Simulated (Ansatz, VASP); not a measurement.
**One calculation of Ti3Al, two programs**

```
Ti Al
1.0
     0.00000    3.23178    3.23178
     3.23178    0.00000    3.23178
     3.23178    3.23178    0.00000
Ti Al
3 1
Direct
  0.75000 0.75000 0.75000
  0.25000 0.25000 0.25000
  0.00000 0.00000 0.00000
  0.50000 0.50000 0.50000
```

Alike in both runs: task single point; functional PBE; k mesh 10 × 10 × 10; occupations gaussian, width 0.05 eV; collinear spin.

|  | VASP | Ansatz |
| --- | --- | --- |
| version | VASP 6.6.1 | Ansatz 0.2.0 |
| potentials or method | VASP PAW PBE potentials, release 64 (Ti_sv, Al), cutoff 520 eV | scalar-relativistic, plane waves, PAW |
| valence electrons in the cell | 39 | 39 |

Ansatz gave:

- gap on the k mesh at the Fermi level (eV): none
- net moment per atom (μB): 0.48
- size of the moment on the site where the two differ most (μB): 1.03

**Question.** Estimate VASP's values.

**Answer.** gap on the k mesh at the Fermi level (eV): none; net moment per atom (μB): 0.48; size of the moment on the site where the two differ most (μB): 1.02.

Site moments also hang on the region over which each program counts them. A gap of «none» marks a metal or a gap that the smearing closes. The functional is the same, so the differences come from potentials, cutoffs and numerics. Ansatz's warnings: stability check not made.
